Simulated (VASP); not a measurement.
A run of VASP 6.6.1 is set up as follows.

File INCAR:

```
SYSTEM = CoC
PREC = Accurate
ENCUT = 520
EDIFF = 1E-7
ISMEAR = -1
SIGMA = 0.05
LREAL = .False.
LASPH = .True.
NELM = 150
ALGO = Normal
ISIF = 2
LWAVE = .False.
LCHARG = .False.
ISPIN = 2
MAGMOM = 1.7 0
LORBIT = 11
LMAXMIX = 4
GGA = PS
NBANDS = 18
```

The input KPOINTS:

```
Automatic mesh
0
Gamma
  14 14 14
  0 0 0
```

POSCAR

```
CoC
1.0
    2.4605277985      0.0000000000      0.0000000000
    0.0000000000      2.4605277985      0.0000000000
    0.0000000000      0.0000000000      2.4605277985
Co C
1 1
Direct
    0.0000000000      0.0000000000      0.0000000000
    0.5000000000      0.5000000000      0.5000000000
```

Potentials or basis: VASP PAW PBE potentials, release 64 (Co, C).

Command:

```console
$ cat potpaw_PBE.64/Co/POTCAR potpaw_PBE.64/C/POTCAR > POTCAR
$ mpirun -np 1 vasp_std > vasp.out
```

What does it give for the net moment?

0.78 μB per cell.

Predict the pressure.

-0.2 GPa.

Estimate the site moments.

Co +0.71; C +0.05 μB.

Caveat: the PAW data sets were made with another functional, which shifts forces and pressure a little.
